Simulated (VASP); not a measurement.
The system is HfSi3.

```
CELL_PARAMETERS angstrom
4.06750 0.00000 0.00000
0.00000 4.06750 0.00000
0.00000 0.00000 4.06750
ATOMIC_POSITIONS crystal
Hf 0.00000 0.00000 0.00000
Si 0.00000 0.50000 0.50000
Si 0.50000 0.00000 0.50000
Si 0.50000 0.50000 0.00000
```

Base run:

| Property | Result |
| --- | --- |
| Program | VASP 6.6.1 |
| Functional | PBE |
| Potentials or basis | VASP PAW PBE potentials, release 64 (Hf_pv, Si) |
| Cutoff | 500 eV |
| k mesh | 5 × 5 × 5 |
| Occupations | fermi-dirac, width 0.04 eV |
| Spin | no spin polarisation |

Its results: band gap on the k mesh zero (bands 11 and 12 overlap by 1.27 eV); pressure -6.0 GPa.

The run is repeated on the same cell with these changes: hubbard terms from none to Hf d U = 3.0 eV. What comes out?

Band gap on the k mesh zero (bands 11 and 12 overlap by 1.39 eV); pressure -2.5 GPa.

Caveats: spin-orbit coupling is left out, which moves the levels of the heavy elements; the cell stands under tension (at least some runs); U without spin polarisation on a metal has little footing (at least some runs); the U is typed as a test and isn't derived for this compound (at least some runs).
